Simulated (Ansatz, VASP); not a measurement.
**Ag in VASP and in Ansatz**

POSCAR

```
Ag
1.0
    0.0000000000      2.0226690000      2.0431000000
    2.0431000000      0.0000000000      2.0431000000
    2.0431000000      2.0226690000      0.0000000000
Ag
1
Direct
    0.0000000000      0.0000000000      0.0000000000
```

File INCAR.step1:

```
SYSTEM = Ag
PREC = Accurate
ENCUT = 520
ISMEAR = 0
SIGMA = 0.15
LREAL = .False.
LASPH = .True.
NELM = 100
NBANDS = 12
GGA = PE
ALGO = Normal
EDIFF = 1E-4
LWAVE = .True.
LCHARG = .False.
```

The input INCAR.step2:

```
SYSTEM = Ag
PREC = Accurate
ENCUT = 520
EDIFF = 1E-6
ISMEAR = 0
SIGMA = 0.15
LREAL = .False.
LASPH = .True.
NELM = 100
ALGO = Normal
ISIF = 2
LWAVE = .False.
LCHARG = .False.
METAGGA = R2SCAN
LMIXTAU = .True.
NBANDS = 12
ISTART = 1
```

KPOINTS

```
Automatic mesh
0
Gamma
  20 20 20
  0 0 0
```

Input for Ansatz:

```yaml
crystal:
  lattice:
    - [0.0, 2.022669, 2.0431]
    - [2.0431, 0.0, 2.0431]
    - [2.0431, 2.022669, 0.0]
  atoms:
    - { symbol: Ag, position: [0.0, 0.0, 0.0] }
basis:
  ecutwfc: 500
kpoints:
  mp_grid: { grid: [20, 20, 20] }
hamiltonian:
  xc: r2scan
scf:
  occupations: { method: gaussian, width: 0.15 }
output:
  forces: true
  stress: true
  eigenvalues: true
```

Change from the starting cell: strain -0.0100 x Voigt [0, 1, 0, 0, 0, 0], atoms carried along.

Alike in both runs: task single point; functional r2SCAN; k mesh 20 × 20 × 20; occupations gaussian, width 0.15 eV; no spin polarisation.

|  | VASP | Ansatz |
| --- | --- | --- |
| version | VASP 6.6.1 | Ansatz 0.2.0 |
| potentials or method | VASP PAW PBE potentials, release 64 (Ag), cutoff 520 eV | scalar-relativistic, plane waves, PAW |
| valence electrons in the cell | 11 | 19 |

|  | VASP | Ansatz | Ansatz less VASP |
| --- | --- | --- | --- |
| gap on the k mesh at the Fermi level (eV) | none | none | - |
| pressure (GPa) | 2.7 | 2.6 | -0.18 |
| traceless stress, the component that is largest in VASP (GPa) | 0.25 | 0.24 | -0.005 |

VASP's potentials were made for PBE, not for r2SCAN. A gap of «none» marks a metal or a gap that the smearing closes. With one functional, cell and mesh, what is left measures potentials, basis and numerics. VASP's potentials hold 11 valence electrons a cell and Ansatz's 19, so a difference there can come from the potentials and not from the codes.
